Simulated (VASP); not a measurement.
Write the native input for VASP 6.6.1 that does the following.

| Property | Result |
| --- | --- |
| Task | single point |
| Functional | PBEsol |
| Potentials or basis | VASP PAW PBE potentials, release 64 (W_sv) |
| Cutoff | 520 eV |
| k mesh | 16 × 16 × 16 |
| Occupations | gaussian, width 0.1 eV |
| Spin | no spin polarisation |
| Dipole correction | no |
| Further INCAR settings | ALGO = Fast; EDIFF = 1e-06; NBANDS = 21 |

The structure of W lies in POSCAR:

```
W
1.0
    3.0596981360      0.0000000000      0.0000000000
    0.0000000000      3.1779854351      0.0000000000
    0.0000000000      0.0000000000      3.1779854351
W
2
Direct
    0.0000000000      0.0000000000      0.0000000000
    0.5000000000      0.5000000000      0.5000000000
```

This cell differs from its parent crystal: uniaxial strain along a: -3.0 %.

These files were run (other wordings do the same):

INCAR

```
SYSTEM = W
PREC     = Accurate       ! precision mode
ENCUT    = 520            ! plane-wave cutoff, eV
EDIFF    = 1E-6           ! SCF threshold, eV
ISMEAR   = 0              ! smearing method
SIGMA    = 0.1            ! smearing width, eV
LREAL    = .FALSE.        ! projectors in reciprocal space
LASPH    = .TRUE.         ! aspherical terms in the spheres
NELM     = 60             ! most SCF steps
ALGO     = Fast           ! electronic algorithm
ISIF     = 2              ! what is computed and relaxed
LWAVE    = .FALSE.        ! write WAVECAR
LCHARG   = .FALSE.        ! write CHGCAR
GGA      = PS             ! functional
NBANDS   = 21             ! bands
```

KPOINTS

```
Automatic mesh
0
G
  16 16 16
  0 0 0
```

Potentials or basis: VASP PAW PBE potentials, release 64 (W_sv).

Command:

```bash
$ cat potpaw_PBE.64/W_sv/POTCAR > POTCAR
$ mpirun -np 1 vasp_std > vasp.out
```

It gave:

The pressure is 6.1 GPa and the band gap on the k mesh is zero (bands 14 and 15 overlap by 1.66 eV).

Caveat: the cell differs from its parent crystal (uniaxial strain along a: -3.0 %); the cell stands under pressure; the PAW data sets were made with another functional, which shifts forces and pressure a little; spin-orbit coupling is left out, which moves the levels of the heavy elements.

Run time: 74 s on 1 thread of Intel(R) Xeon(R) 6975P-C (Granite Rapids) (shared host), peak memory 0.3 GiB.
